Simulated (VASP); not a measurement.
# SnO in VASP: single point with PBE+D3(BJ)

Aim: the single point of SnO with PBE+D3(BJ).

Program: VASP 6.6.1. These are calculated values, not measurements. Logs are shortened: lines on timing, memory, paths and dates and some standing lists are left out, and cuts for length are marked.

**1. The cell of the first run**

The cell holds a slab with vacuum, 8 atoms: a = 3.820 Å, b = 3.820 Å, c = 22.226 Å, α = 90.00°, β = 90.00°, γ = 90.00°.

**2. Single point, PBE+D3(BJ)**

Input file INCAR:

```
PREC     = Accurate       # precision mode
ENCUT    = 520            # plane-wave cutoff, eV
EDIFF    = 1E-6           # SCF threshold, eV
ISMEAR   = 0              # smearing method
SIGMA    = 0.05           # smearing width, eV
LREAL    = F              # projectors in reciprocal space
LASPH    = T              # aspherical terms in the spheres
NELM     = 100            # most SCF steps
ALGO     = Normal         # electronic algorithm
ISIF     = 2              # what is computed and relaxed
LWAVE    = F              # write WAVECAR
LCHARG   = F              # write CHGCAR
LDIPOL   = T            
IDIPOL   = 3            
DIPOL    = 0.5 0.5 0.394
GGA      = PE             # functional
IVDW     = 12             # dispersion correction
NBANDS   = 50             # bands
```

Input file KPOINTS:

```
regular mesh
0
Gamma
  7 7 1
```

Input file POSCAR:

```
SnO
1.0
    3.8201636883      0.0000000000      0.0000000000
    0.0000000000      3.8201636883      0.0000000000
    0.0000000000      0.0000000000     22.2260802162
Sn O
4 4
Direct
    0.7500000000      0.2500000000      0.2024648501
    0.2500000000      0.7500000000      0.3087831971
    0.2500000000      0.7500000000      0.4797535150
    0.7500000000      0.2500000000      0.5860718620
    0.2500000000      0.2500000000      0.2556240236
    0.7500000000      0.7500000000      0.2556240236
    0.7500000000      0.7500000000      0.5329126885
    0.2500000000      0.2500000000      0.5329126885
```

Potentials or basis: VASP PAW PBE potentials, release 64 (Sn_d, O).

Command:

```
> cat potpaw_PBE.64/Sn_d/POTCAR potpaw_PBE.64/O/POTCAR > POTCAR
> mpirun -np 1 vasp_std > vasp.out
```

OUTCAR:

```text
PREC = Accurate
   ENCUT = 520
   EDIFF = 1E-6
   ISMEAR = 0
   LREAL = F
   LASPH = T
   NELM = 100
   ISIF = 2
   GGA = PE
   IVDW = 12
 IVDW          = 12

 ion  position               nearest neighbor table
   1  0.750  0.250  0.202-   5 2.25   6 2.25   6 2.25   5 2.25   2 3.59   2 3.59   2 3.59   2 3.59

   2  0.250  0.750  0.309-   5 2.25   6 2.25   5 2.25   6 2.25   1 3.59   1 3.59   1 3.59   1 3.59

   3  0.250  0.750  0.480-   7 2.25   8 2.25   8 2.25   7 2.25   4 3.59   4 3.59   4 3.59   4 3.59

   4  0.750  0.250  0.586-   7 2.25   8 2.25   7 2.25   8 2.25   3 3.59   3 3.59   3 3.59   3 3.59

   5  0.250  0.250  0.256-   1 2.25   2 2.25   2 2.25   1 2.25
   6  0.750  0.750  0.256-   1 2.25   2 2.25   1 2.25   2 2.25
   7  0.750  0.750  0.533-   3 2.25   4 2.25   4 2.25   3 2.25
   8  0.250  0.250  0.533-   3 2.25   4 2.25   3 2.25   4 2.25

  LATTYP: Found a simple tetragonal cell.
 ALAT       =     3.8201636883
 C/A-ratio  =     5.8180962989

  Lattice vectors:

 A1 = (   3.8201636883,   0.0000000000,   0.0000000000)
 A2 = (   0.0000000000,   3.8201636883,   0.0000000000)
 A3 = (   0.0000000000,   0.0000000000,  22.2260802162)

Analysis of symmetry for initial positions (statically):
=====================================================================
 Subroutine PRICEL returns:
 Original cell was already a primitive cell.

 Routine SETGRP: Setting up the symmetry group for a
 simple tetragonal supercell.

 Subroutine GETGRP returns: Found 16 space group operations
 (whereof  2 operations were pure point group operations)
 out of a pool of 16 trial point group operations.

The static configuration has the point symmetry C_1h.
 The point group associated with its full space group is D_4h.

Analysis of symmetry for dynamics (positions and initial velocities):
=====================================================================
 Subroutine PRICEL returns:
 Original cell was already a primitive cell.

 Routine SETGRP: Setting up the symmetry group for a
 simple tetragonal supercell.

 Subroutine GETGRP returns: Found 16 space group operations
 (whereof  2 operations were pure point group operations)
 out of a pool of 16 trial point group operations.

The dynamic configuration has the point symmetry C_1h.
 The point group associated with its full space group is D_4h.

 Subroutine INISYM returns: Found 16 space group operations
 (whereof  2 operations are pure point group operations),
 and found     1 'primitive' translations

----------------------------------------------------------------------------------------

                                     Primitive cell

  volume of cell :     324.3596

  direct lattice vectors                    reciprocal lattice vectors
     3.820163688  0.000000000  0.000000000     0.261768888  0.000000000  0.000000000
     0.000000000  3.820163688  0.000000000     0.000000000  0.261768888  0.000000000
     0.000000000  0.000000000 22.226080216     0.000000000  0.000000000  0.044992189

  length of vectors
     3.820163688  3.820163688 22.226080216     0.261768888  0.261768888  0.044992189

  position of ions in fractional coordinates (direct lattice)
     0.750000000  0.250000000  0.202464850
     0.250000000  0.750000000  0.308783197
     0.250000000  0.750000000  0.479753515
     0.750000000  0.250000000  0.586071862
     0.250000000  0.250000000  0.255624024
     0.750000000  0.750000000  0.255624024
     0.750000000  0.750000000  0.532912688
     0.250000000  0.250000000  0.532912688

  ion indices of the primitive-cell ions
   primitive index   ion index
                 1           1
                 2           2
                 3           3
                 4           4
                 5           5
                 6           6
                 7           7
                 8           8

----------------------------------------------------------------------------------------

 KPOINTS: regular mesh

Automatic generation of k-mesh.
 Grid dimensions read from file:
 generate k-points for:    7    7    1

 Generating k-lattice:

  Cartesian coordinates                     Fractional coordinates (reciprocal lattice)
     0.037395555  0.000000000  0.000000000     0.142857143  0.000000000  0.000000000
     0.000000000  0.037395555  0.000000000     0.000000000  0.142857143  0.000000000
     0.000000000  0.000000000  0.044992189     0.000000000  0.000000000  1.000000000

  Length of vectors
     0.037395555  0.037395555  0.044992189

  Shift w.r.t. Gamma in fractional coordinates (k-lattice)
     0.000000000  0.000000000  0.000000000

 Subroutine IBZKPT returns following result:
 ===========================================

 Found     10 irreducible k-points:

 Following reciprocal coordinates:
            Coordinates               Weight
  0.000000  0.000000  0.000000      1.000000
  0.142857  0.000000  0.000000      4.000000
  0.285714  0.000000  0.000000      4.000000
  0.428571  0.000000  0.000000      4.000000
  0.142857  0.142857  0.000000      4.000000
  0.285714  0.142857  0.000000      8.000000
  0.428571  0.142857  0.000000      8.000000
  0.285714  0.285714  0.000000      4.000000
  0.428571  0.285714  0.000000      8.000000
  0.428571  0.428571  0.000000      4.000000
   k-points           NKPTS =     10   k-points in BZ     NKDIM =     10   number of bands    NBANDS=     50
   number of dos      NEDOS =    301   number of ions     NIONS =      8
   total plane-waves  NPLWV = 131712
   dimension x,y,z NGX =    28 NGY =   28 NGZ =  168
   dimension x,y,z NGXF=    56 NGYF=   56 NGZF=  336
   ions per type =               4   4
   NGX,Y,Z   is equivalent  to a cutoff of  12.19, 12.19, 12.57 a.u.
   NGXF,Y,Z  is equivalent  to a cutoff of  24.37, 24.37, 25.13 a.u.
 SYSTEM =  unknown system
   PREC   = accura    normal or accurate (medium, high low for compatibility)
   ISTART =      0    job   : 0-new  1-cont  2-samecut
   ICHARG =      2    charge: 1-file 2-atom 10-const
   ISPIN  =      1    spin polarized calculation?
   LNONCOLLINEAR =      F non collinear calculations
   LSORBIT =      F    spin-orbit coupling
   LASPH  =      T    aspherical Exc in radial PAW
   ENCUT  =  520.0 eV  38.22 Ry    6.18 a.u.   7.10  7.10 41.33*2*pi/ulx,y,z
   NELM   =    100;   NELMIN=  2; NELMDL= -5     # of ELM steps
   EDIFF  = 0.1E-05   stopping-criterion for ELM
   LREAL  =      F    real-space projection
   EDIFFG = 0.1E-04   stopping-criterion for IOM
   NSW    =      0    number of steps for IOM
   IBRION =     -1    ionic relax: 0-MD 1-quasi-New 2-CG
   NFREE  =      0    steps in history (QN), initial steepest desc. (CG)
   ISIF   =      2    stress and relaxation
   ISYM   =      2    0-nonsym 1-usesym 2-fastsym
   POTIM  = 0.5000    time-step for ionic-motion
   TEBEG  =    0.0;   TEEND  =   0.0 temperature during run
   PSTRESS=    0.0 pullay stress
   NELECT =      80.0000    total number of electrons
   NUPDOWN=      -1.0000    fix difference up-down
   EMIN   =  10.00;   EMAX   =-10.00  energy-range for DOS
   EFERMI =   0.00;   METHOD = LEGACY
   ISMEAR =     0;   SIGMA  =   0.05  broadening in eV -4-tet -1-fermi 0-gaus
   EFERMI_NEDOS =   21; number of points for ismear=-14 and -15
   IALGO  =     38    algorithm
   IMIX   =      4    mixing-type and parameters
     AMIX     =   0.40;   BMIX     =  1.00
     AMIX_MAG =   1.60;   BMIX_MAG =  1.00
  volume/ion in A,a.u.               =      40.54       273.61
  Fermi-wavevector in a.u.,A,eV,Ry     =   1.026666  1.940118 14.341129  1.054043
  Thomas-Fermi vector in A             =   2.160571
   LORBIT       =      0    0 simple, 1 ext, 2 COOP (PROOUT), +10 PAW based schemes
   GGA     = PE    functional components
   LHFCALC =     F    Hartree Fock is set to
   AEXX    =    0.0000 exact exchange contribution
   IVDW    =    12    specifies the selected vdW correction
   LEPSILON=     F    determine dielectric tensor
   LRPA    =     F    only Hartree local field effects (RPA)
 non-spin polarized calculation
 Gauss-broadening in eV      SIGMA  =   0.05
  energy-cutoff  :      520.00
  volume of cell :      324.36
 maximum number of plane-waves:      8769
   NGX = 15   NGY = 15   NGZ = 83

 dipolmoment           0.000000      0.000000      0.000024 electrons x Angstroem

 number of electron      79.9999971 magnetization

 dipolmoment           0.000000      0.000000     -0.000005 electrons x Angstroem

 Free energy of the ion-electron system (eV)
  ---------------------------------------------------
  ext. energy  EPLUGINS =         0.00000000
  ---------------------------------------------------
  free energy    TOTEN  =       -45.00007848 eV

  energy without entropy =      -45.00007848  energy(sigma->0) =      -45.00007848

 E-fermi :   0.2952     XC(G=0):  -5.2585

 val. band max:       -0.0075003597   @ k =   0.1429   0.1429   0.0000
 cond. band min:       1.9873294564   @ k =   0.4286   0.0000   0.0000
 fundamental gap:      1.9948298161
 Fermi energy:         0.2952110906

 k-point     1 :       0.0000    0.0000    0.0000
  band No.  band energies     occupation
      1     -21.0261      2.00000
      2     -21.0257      2.00000
      3     -20.6658      2.00000
      4     -20.6654      2.00000
      5     -20.6324      2.00000
      6     -20.6324      2.00000
[... 42 lines left out ...]
     49       5.2923      0.00000
     50       5.2923      0.00000

 k-point     2 :       0.1429    0.0000    0.0000
  band No.  band energies     occupation
      1     -21.0173      2.00000
      2     -21.0169      2.00000
      3     -20.6670      2.00000
      4     -20.6662      2.00000
      5     -20.6337      2.00000
      6     -20.6324      2.00000
[... 42 lines left out ...]
     49       5.4694      0.00000
     50       5.5311      0.00000

 k-point     3 :       0.2857    0.0000    0.0000
  band No.  band energies     occupation
      1     -20.9928      2.00000
      2     -20.9921      2.00000
      3     -20.7653      2.00000
      4     -20.7632      2.00000
      5     -20.6370      2.00000
      6     -20.6349      2.00000
[... 42 lines left out ...]
     49       5.5831      0.00000
     50       5.6396      0.00000

 k-point     4 :       0.4286    0.0000    0.0000
  band No.  band energies     occupation
      1     -20.9497      2.00000
      2     -20.9485      2.00000
      3     -20.8756      2.00000
      4     -20.8739      2.00000
      5     -20.6394      2.00000
      6     -20.6375      2.00000
[... 257 lines left out ...]
 k-point     9 :       0.4286    0.2857    0.0000
  band No.  band energies     occupation
      1     -20.9635      2.00000
      2     -20.9616      2.00000
      3     -20.9220      2.00000
      4     -20.9198      2.00000
      5     -20.6314      2.00000
      6     -20.6305      2.00000
[... 42 lines left out ...]
     49       5.6722      0.00000
     50       6.1264      0.00000

 k-point    10 :       0.4286    0.4286    0.0000
  band No.  band energies     occupation
      1     -20.9698      2.00000
      2     -20.9676      2.00000
      3     -20.9561      2.00000
      4     -20.9537      2.00000
      5     -20.6329      2.00000
      6     -20.6321      2.00000
[... 42 lines left out ...]
     49       5.6838      0.00000
     50       6.0079      0.00000

------------------------ aborting loop because EDIFF is reached ----------------------------------------

 vacuum level on the upper side and lower side of the slab       (xc-potential included)        -0.187        -0.193

 Edisp (eV)   -1.27203

 E8    (eV) :    -0.5620

  FORCE on cell =-STRESS in cart. coord.  units (eV):
  Direction    XX          YY          ZZ          XY          YZ          ZX
  --------------------------------------------------------------------------------------
  -------------------------------------------------------------------------------------
  Total       0.49297     0.49297     1.69456    -0.00000     0.00000     0.00000
  in kB       2.43503     2.43503     8.37028    -0.00000     0.00000     0.00000
  external pressure =        4.41 kB  Pullay stress =        0.00 kB

 VOLUME and BASIS-vectors are now :
 -----------------------------------------------------------------------------
  energy-cutoff  :      520.00
  volume of cell :      324.36
      direct lattice vectors                 reciprocal lattice vectors
     3.820163688  0.000000000  0.000000000     0.261768888  0.000000000  0.000000000
     0.000000000  3.820163688  0.000000000     0.000000000  0.261768888  0.000000000
     0.000000000  0.000000000 22.226080216     0.000000000  0.000000000  0.044992189

 POSITION                                       TOTAL-FORCE (eV/Angst)
 -----------------------------------------------------------------------------------
      2.86512      0.95504      4.50000         0.000000     -0.000000     -0.082302
      0.95504      2.86512      6.86304         0.000000      0.000000     -0.247495
      0.95504      2.86512     10.66304         0.000000     -0.000000      0.247495
      2.86512      0.95504     13.02608        -0.000000     -0.000000      0.082302
      0.95504      0.95504      5.68152         0.000000      0.000000     -0.016825
      2.86512      2.86512      5.68152         0.000000      0.000000     -0.016825
      2.86512      2.86512     11.84456         0.000000      0.000000      0.016825
      0.95504      0.95504     11.84456         0.000000      0.000000      0.016825
 -----------------------------------------------------------------------------------
    total drift:                                0.000000      0.000000     -0.000254

  FREE ENERGIE OF THE ION-ELECTRON SYSTEM (eV)
  ---------------------------------------------------
  free  energy   TOTEN  =       -46.2721119992 eV

  energy  without entropy=      -46.2721119992  energy(sigma->0) =      -46.27211200

 vacuum level on the upper side and lower side of the slab         4.845         4.846
```

Run time: 2.6 min. Hardware: 1 thread of Intel Xeon 6975P-C (Granite Rapids), shared host; peak memory 0.38 GiB.

What came out:

```
Free energy                : -46.2721 eV
Largest force              : 0.247 eV/Å
Band gap on the k mesh     : 1.99 eV (least direct gap 2.21 eV)
Dispersion energy per atom : -0.159 eV
```

Forces in eV/Å, atoms in the order of the input:
```
Sn   0.000  0.000 -0.082
Sn   0.000  0.000 -0.247
Sn   0.000  0.000  0.247
Sn   0.000  0.000  0.082
O    0.000  0.000 -0.017
O    0.000  0.000 -0.017
O    0.000  0.000  0.017
O    0.000  0.000  0.017
```

Levels at points of the mesh, in eV from the valence-band top:
```csv
k point,band 37,band 38,band 39,band 40,band 41,band 42,band 43,band 44
"(0.00, 0.00, 0.00)",-2.10,-2.10,-0.92,-0.06,2.37,2.69,2.70,3.94
```

Caveat: spin-orbit coupling is left out, which moves the levels of the heavy elements.
